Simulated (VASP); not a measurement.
A run of VASP 6.6.1 is set up as follows.

INCAR

```
SYSTEM = Li2S
ALGO = Normal
EDIFF = 1E-6
ENCUT = 750
GGA = PE
GGA_COMPAT = .FALSE.
ISIF = 2
ISMEAR = 0
IVDW = 12
LASPH = .TRUE.
LCHARG = .TRUE.
LELF = .TRUE.
LREAL = .FALSE.
LVHAR = .TRUE.
LWAVE = .FALSE.
NBANDS = 13
NELM = 120
PREC = Accurate
SIGMA = 0.02
```

Contents of KPOINTS:

```
k-points
0
G
  8 8 8
  0 0 0
```

POSCAR

```
Li2S
1.0
    0.0000000000      2.7848482653      2.7848482653
    2.7848482653      0.0000000000      2.7848482653
    2.7848482653      2.7848482653      0.0000000000
Li S
2 1
Direct
    0.7500000000      0.7500000000      0.7500000000
    0.2500000000      0.2500000000      0.2500000000
    0.0000000000      0.0000000000      0.0000000000
```

Potentials or basis: VASP PAW PBE potentials, release 64 (Li_sv, S).

The run is started by

```sh
$ cat potpaw_PBE.64/Li_sv/POTCAR potpaw_PBE.64/S/POTCAR > POTCAR
$ mpirun -np 1 vasp_std > vasp.out
```

(1) What does it give for the dispersion energy per atom?

(2) What does it give for the band gap on the k mesh?

Results:

(1) -0.283 eV.

(2) 3.34 eV (least direct gap 4.63 eV).
